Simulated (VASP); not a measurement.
# NaF (Fm-3m) in VASP: single point with HSE06

Aim: the single point of NaF with HSE06.

All numbers are computed with VASP 6.6.1; they aren't measurements. Logs are shortened: lines on timing, memory, paths and dates and some standing lists are left out, and cuts for length are marked.

### 1 The cell of the first run

The structure is cubic, space group Fm-3m (No. 225). Conventional cell: a = 4.594 Å, b = 4.594 Å, c = 4.594 Å, α = 90.00°, β = 90.00°, γ = 90.00°. Na (site symmetry m-3m) has 6 F at 2.30 Å within 3.0 Å. Within 3.0 Å of F (site symmetry m-3m) lie 6 Na at 2.30 Å.

### 2 Single point, HSE06

POSCAR

```
NaF
1.0
    0.0000000000      2.2972417802      2.2972417802
    2.2972417802      0.0000000000      2.2972417802
    2.2972417802      2.2972417802      0.0000000000
Na F
1 1
Direct
    0.0000000000      0.0000000000      0.0000000000
    0.5000000000      0.5000000000      0.5000000000
```

INCAR.step1

```
SYSTEM = NaF
PREC = Accurate ; ENCUT = 840
EDIFF = 1E-5 ; ISMEAR = -1
SIGMA = 0.5 ; LREAL = .FALSE.
LASPH = .TRUE. ; NELM = 120
ALGO = Normal ; ISIF = 2
LWAVE = .TRUE. ; LCHARG = .FALSE.
GGA = PE ; NBANDS = 15
GGA_COMPAT = .FALSE.
```

INCAR.step2

```
SYSTEM = NaF
PREC = Accurate ; ENCUT = 840
EDIFF = 1E-6 ; ISMEAR = -1
SIGMA = 0.5 ; LREAL = .FALSE.
LASPH = .TRUE. ; NELM = 120
ALGO = Normal ; ISIF = 2
LWAVE = .FALSE. ; LCHARG = .FALSE.
GGA = PE ; LHFCALC = .TRUE.
HFSCREEN = 0.2079 ; PRECFOCK = Normal
ISTART = 1 ; NBANDS = 15
GGA_COMPAT = .FALSE.
```

KPOINTS

```
regular mesh
0
G
  4 4 4
  0 0 0
```

Potentials or basis: VASP PAW PBE potentials, release 64 (Na_sv, F).

Command:

```
$ cat potpaw_PBE.64/Na_sv/POTCAR potpaw_PBE.64/F/POTCAR > POTCAR
$ cp INCAR.step1 INCAR
$ mpirun -np 1 vasp_std > vasp.out
$ cp INCAR.step2 INCAR
$ mpirun -np 1 vasp_std > vasp.out
```

OUTCAR:

```text
SYSTEM = NaF
   PREC = Accurate
   ENCUT = 840
   EDIFF = 1E-6
   ISMEAR = -1
   LREAL = .FALSE.
   LASPH = .TRUE.
   NELM = 120
   ISIF = 2
   GGA = PE
   LHFCALC = .TRUE.
   HFSCREEN = 0.2079
   PRECFOCK = Normal
   ISTART = 1

 ion  position               nearest neighbor table
   1  0.000  0.000  0.000-
   2  0.500  0.500  0.500-

  LATTYP: Found a face centered cubic cell.
 ALAT       =     4.5944835604

  Lattice vectors:

 A1 = (   0.0000000000,   2.2972417802,   2.2972417802)
 A2 = (   2.2972417802,   0.0000000000,   2.2972417802)
 A3 = (   2.2972417802,   2.2972417802,   0.0000000000)

Analysis of symmetry for initial positions (statically):
=====================================================================
 Subroutine PRICEL returns:
 Original cell was already a primitive cell.

 Routine SETGRP: Setting up the symmetry group for a
 face centered cubic supercell.

 Subroutine GETGRP returns: Found 48 space group operations
 (whereof 48 operations were pure point group operations)
 out of a pool of 48 trial point group operations.

The static configuration has the point symmetry O_h .

Analysis of symmetry for dynamics (positions and initial velocities):
=====================================================================
 Subroutine PRICEL returns:
 Original cell was already a primitive cell.

 Routine SETGRP: Setting up the symmetry group for a
 face centered cubic supercell.

 Subroutine GETGRP returns: Found 48 space group operations
 (whereof 48 operations were pure point group operations)
 out of a pool of 48 trial point group operations.

The dynamic configuration has the point symmetry O_h .

 Subroutine INISYM returns: Found 48 space group operations
 (whereof 48 operations are pure point group operations),
 and found     1 'primitive' translations

----------------------------------------------------------------------------------------

                                     Primitive cell

  volume of cell :      24.2466

  direct lattice vectors                    reciprocal lattice vectors
     0.000000000  2.297241780  2.297241780    -0.217652319  0.217652319  0.217652319
     2.297241780  0.000000000  2.297241780     0.217652319 -0.217652319  0.217652319
     2.297241780  2.297241780  0.000000000     0.217652319  0.217652319 -0.217652319

  length of vectors
     3.248790482  3.248790482  3.248790482     0.376984874  0.376984874  0.376984874

  position of ions in fractional coordinates (direct lattice)
     0.000000000  0.000000000  0.000000000
     0.500000000  0.500000000  0.500000000

  ion indices of the primitive-cell ions
   primitive index   ion index
                 1           1
                 2           2

----------------------------------------------------------------------------------------

 KPOINTS: regular mesh

Automatic generation of k-mesh.
 Grid dimensions read from file:
 generate k-points for:    4    4    4

 Generating k-lattice:

  Cartesian coordinates                     Fractional coordinates (reciprocal lattice)
    -0.054413080  0.054413080  0.054413080     0.250000000  0.000000000  0.000000000
     0.054413080 -0.054413080  0.054413080     0.000000000  0.250000000  0.000000000
     0.054413080  0.054413080 -0.054413080     0.000000000  0.000000000  0.250000000

  Length of vectors
     0.094246219  0.094246219  0.094246219

  Shift w.r.t. Gamma in fractional coordinates (k-lattice)
     0.000000000  0.000000000  0.000000000

 Subroutine IBZKPT returns following result:
 ===========================================

 Found      8 irreducible k-points:

 Following reciprocal coordinates:
            Coordinates               Weight
  0.000000  0.000000  0.000000      1.000000
  0.250000  0.000000  0.000000      8.000000
  0.500000  0.000000  0.000000      4.000000
  0.250000  0.250000  0.000000      6.000000
  0.500000  0.250000  0.000000     24.000000
 -0.250000  0.250000  0.000000     12.000000
  0.500000  0.500000  0.000000      3.000000
 -0.250000  0.500000  0.250000      6.000000
   k-points           NKPTS =      8   k-points in BZ     NKDIM =     64   number of bands    NBANDS=     15
   number of dos      NEDOS =    301   number of ions     NIONS =      2
   total plane-waves  NPLWV =  32768
   dimension x,y,z NGX =    32 NGY =   32 NGZ =   32
   dimension x,y,z NGXF=    64 NGYF=   64 NGZF=   64
   ions per type =               1   1
   NGX,Y,Z   is equivalent  to a cutoff of  16.37, 16.37, 16.37 a.u.
   NGXF,Y,Z  is equivalent  to a cutoff of  32.75, 32.75, 32.75 a.u.
 SYSTEM =  NaF
   PREC   = accura    normal or accurate (medium, high low for compatibility)
   ISTART =      1    job   : 0-new  1-cont  2-samecut
   ICHARG =      0    charge: 1-file 2-atom 10-const
   ISPIN  =      1    spin polarized calculation?
   LNONCOLLINEAR =      F non collinear calculations
   LSORBIT =      F    spin-orbit coupling
   LASPH  =      T    aspherical Exc in radial PAW
   ENCUT  =  840.0 eV  61.74 Ry    7.86 a.u.   7.68  7.68  7.68*2*pi/ulx,y,z
   NELM   =    120;   NELMIN=  2; NELMDL=  0     # of ELM steps
   EDIFF  = 0.1E-05   stopping-criterion for ELM
   LREAL  =      F    real-space projection
   EDIFFG = 0.1E-04   stopping-criterion for IOM
   NSW    =      0    number of steps for IOM
   IBRION =     -1    ionic relax: 0-MD 1-quasi-New 2-CG
   NFREE  =      0    steps in history (QN), initial steepest desc. (CG)
   ISIF   =      2    stress and relaxation
   ISYM   =      3    0-nonsym 1-usesym 2-fastsym
   POTIM  = 0.5000    time-step for ionic-motion
   TEBEG  =    0.0;   TEEND  =   0.0 temperature during run
   PSTRESS=    0.0 pullay stress
   NELECT =      16.0000    total number of electrons
   NUPDOWN=      -1.0000    fix difference up-down
   EMIN   =  10.00;   EMAX   =-10.00  energy-range for DOS
   EFERMI =   0.00;   METHOD = LEGACY
   ISMEAR =    -1;   SIGMA  =   0.50  broadening in eV -4-tet -1-fermi 0-gaus
   EFERMI_NEDOS =   21; number of points for ismear=-14 and -15
   IALGO  =     38    algorithm
   IMIX   =      1    mixing-type and parameters
     AMIX     =   0.40;   BMIX     =  1.00
     AMIX_MAG =   1.60;   BMIX_MAG =  1.00
  volume/ion in A,a.u.               =      12.12        81.81
  Fermi-wavevector in a.u.,A,eV,Ry     =   1.425273  2.693376 27.638925  2.031404
  Thomas-Fermi vector in A             =   2.545675
   LORBIT       =      0    0 simple, 1 ext, 2 COOP (PROOUT), +10 PAW based schemes
   GGA     = PE    functional components
   LHFCALC =     T    Hartree Fock is set to
   PRECFOCK=normal    Normal, Fast or Accurate (Low or Medium for compatibility)
   ENCUT4O =  -1.0   cutoff for four orbital integrals eV
   NKREDX  =     1    reduce k-point grid by
   NKREDY  =     1    reduce k-point grid by
   NKREDZ  =     1    reduce k-point grid by
   AEXX    =    0.2500 exact exchange contribution
   HFSCREEN=    0.2079 screening length (either q_TF or 0.3 A-1)
   HFSCREENC=   0.2079 screening length for correlation (either q_TF or 0.3 A-1)
   ENCUTFOCK=  -1.0 apply spherical cutoff to Coloumb kernel
   IVDW    =     0    specifies the selected vdW correction
   LEPSILON=     F    determine dielectric tensor
   LRPA    =     F    only Hartree local field effects (RPA)
 non-spin polarized calculation
  energy-cutoff  :      840.00
  volume of cell :       24.25
 maximum number of plane-waves:      1363
 NGX is ok and might be reduce to    32
  NGX = 24; NGY = 24; NGZ = 24

 number of electron      16.0000007 magnetization

 Free energy of the ion-electron system (eV)
  ---------------------------------------------------
  ext. energy  EPLUGINS =         0.00000000
  ---------------------------------------------------
  free energy    TOTEN  =       -10.33835700 eV

  energy without entropy =      -10.33782805  energy(sigma->0) =      -10.33809252

 E-fermi :   2.0509     XC(G=0):  -7.5466

 val. band max:       -3.2659131461   @ k =   0.0000   0.0000   0.0000
 cond. band min:       5.3557271493   @ k =   0.0000   0.0000   0.0000
 fundamental gap:      8.6216402954
 Fermi energy:         2.0508800603

 k-point     1 :       0.0000    0.0000    0.0000
  band No.  band energies     occupation
      1     -53.4206      2.00000
      2     -24.0266      2.00000
      3     -23.5440      2.00000
      4     -23.5440      2.00000
      5     -23.5440      2.00000
      6      -3.2659      1.99995
      7      -3.2659      1.99995
      8      -3.2659      1.99995
      9       5.3557      0.00269
     10      18.3154      0.00000
     11      18.3154      0.00000
     12      18.3154      0.00000
     13      20.9669      0.00000
     14      23.6675      0.00000
     15      23.6675      0.00000

 k-point     2 :       0.2500    0.0000    0.0000
  band No.  band energies     occupation
      1     -53.4134      2.00000
      2     -24.3976      2.00000
      3     -23.5496      2.00000
      4     -23.5496      2.00000
      5     -23.0971      2.00000
      6      -4.1909      1.99999
      7      -3.4081      1.99996
      8      -3.4081      1.99996
      9       7.2839      0.00006
     10      14.3823      0.00000
     11      19.1633      0.00000
     12      19.1633      0.00000
     13      22.4207      0.00000
     14      22.4207      0.00000
     15      24.0503      0.00000

 k-point     3 :       0.5000    0.0000    0.0000
  band No.  band energies     occupation
      1     -53.4064      2.00000
      2     -24.6000      2.00000
      3     -23.5552      2.00000
      4     -23.5552      2.00000
      5     -22.8170      2.00000
      6      -4.9413      2.00000
      7      -3.5469      1.99997
      8      -3.5469      1.99997
      9       9.9182      0.00000
     10      11.8292      0.00000
     11      19.6077      0.00000
     12      19.6077      0.00000
     13      22.6476      0.00000
     14      22.6476      0.00000
     15      23.4356      0.00000

 k-point     4 :       0.2500    0.2500    0.0000
  band No.  band energies     occupation
      1     -53.4110      2.00000
      2     -24.2777      2.00000
      3     -23.5713      2.00000
      4     -23.5713      2.00000
      5     -23.1919      2.00000
      6      -4.2034      1.99999
      7      -3.4986      1.99997
      8      -3.4986      1.99997
      9       7.8854      0.00002
     10      14.1050      0.00000
     11      18.6620      0.00000
     12      18.9412      0.00000
     13      18.9412      0.00000
     14      25.3310      0.00000
     15      26.4678      0.00000

 k-point     5 :       0.5000    0.2500    0.0000
  band No.  band energies     occupation
      1     -53.4041      2.00000
      2     -24.3340      2.00000
      3     -23.6074      2.00000
      4     -23.5773      2.00000
      5     -23.0698      2.00000
      6      -4.5761      2.00000
      7      -3.8794      1.99999
      8      -3.6289      1.99998
      9      10.7119      0.00000
     10      12.3976      0.00000
     11      16.1259      0.00000
     12      19.4441      0.00000
     13      19.4484      0.00000
     14      25.2659      0.00000
     15      27.0269      0.00000

 k-point     6 :      -0.2500    0.2500    0.0000
  band No.  band energies     occupation
      1     -53.4064      2.00000
      2     -24.4361      2.00000
      3     -23.6074      2.00000
      4     -23.5555      2.00000
      5     -22.9702      2.00000
      6      -4.5118      2.00000
      7      -3.8692      1.99999
      8      -3.5415      1.99997
      9       9.5938      0.00000
     10      13.1048      0.00000
     11      16.6378      0.00000
     12      20.1627      0.00000
     13      21.3551      0.00000
     14      21.8960      0.00000
     15      27.1134      0.00000

 k-point     7 :       0.5000    0.5000    0.0000
  band No.  band energies     occupation
      1     -53.4019      2.00000
      2     -23.7598      2.00000
      3     -23.6896      2.00000
      4     -23.5994      2.00000
      5     -23.5994      2.00000
      6      -4.6265      2.00000
      7      -3.7083      1.99998
      8      -3.7083      1.99998
      9      12.3366      0.00000
     10      12.4902      0.00000
     11      13.0346      0.00000
     12      19.4863      0.00000
     13      19.4863      0.00000
     14      23.8723      0.00000
     15      28.6526      0.00000

 k-point     8 :      -0.2500    0.5000    0.2500
  band No.  band energies     occupation
      1     -53.4019      2.00000
      2     -24.1736      2.00000
      3     -23.6442      2.00000
      4     -23.6442      2.00000
      5     -23.1467      2.00000
      6      -4.1997      1.99999
      7      -4.1997      1.99999
      8      -3.8814      1.99999
      9      12.4459      0.00000
     10      12.4459      0.00000
     11      14.7425      0.00000
     12      16.4358      0.00000
     13      23.1135      0.00000
     14      23.1135      0.00000
     15      26.7767      0.00000

------------------------ aborting loop because EDIFF is reached ----------------------------------------

  FORCE on cell =-STRESS in cart. coord.  units (eV):
  Direction    XX          YY          ZZ          XY          YZ          ZX
  --------------------------------------------------------------------------------------
  -------------------------------------------------------------------------------------
  Total        0.1984301      0.1984301      0.1984301     -0.0000000      0.0000000     -0.0000000
  in kB       13.1119753     13.1119753     13.1119753     -0.0000000      0.0000000     -0.0000000
  external PRESSURE =      13.1119753 kB  Pullay stress =       0.0000000 kB

 VOLUME and BASIS-vectors are now :
 -----------------------------------------------------------------------------
  energy-cutoff  :      840.00
  volume of cell :       24.25
      direct lattice vectors                 reciprocal lattice vectors
     0.000000000  2.297241780  2.297241780    -0.217652319  0.217652319  0.217652319
     2.297241780  0.000000000  2.297241780     0.217652319 -0.217652319  0.217652319
     2.297241780  2.297241780  0.000000000     0.217652319  0.217652319 -0.217652319

 POSITION                                       TOTAL-FORCE (eV/Angst)
 -----------------------------------------------------------------------------------
      0.00000      0.00000      0.00000        -0.000000      0.000000     -0.000000
      2.29724      2.29724      2.29724         0.000000     -0.000000      0.000000
 -----------------------------------------------------------------------------------
    total drift:                               -0.000001     -0.000001     -0.000001

  FREE ENERGIE OF THE ION-ELECTRON SYSTEM (eV)
  ---------------------------------------------------
  free  energy   TOTEN  =       -10.3383569988 eV

  energy  without entropy=      -10.3378280470  energy(sigma->0) =      -10.33809252
```

It took 3 min on 1 thread of AMD EPYC 9R45 (Zen 5), shared host; peak memory 0.23 GiB.

What came out:

```
Free energy            : -10.3384 eV
Pressure               : 1.3 GPa
Band gap on the k mesh : 8.62 eV
```

Caveat: the k points lie up to 0.59 Å⁻¹ apart; so wide a smearing shifts energies and pressures; the PAW data sets were made with another functional, which shifts forces and pressure a little.
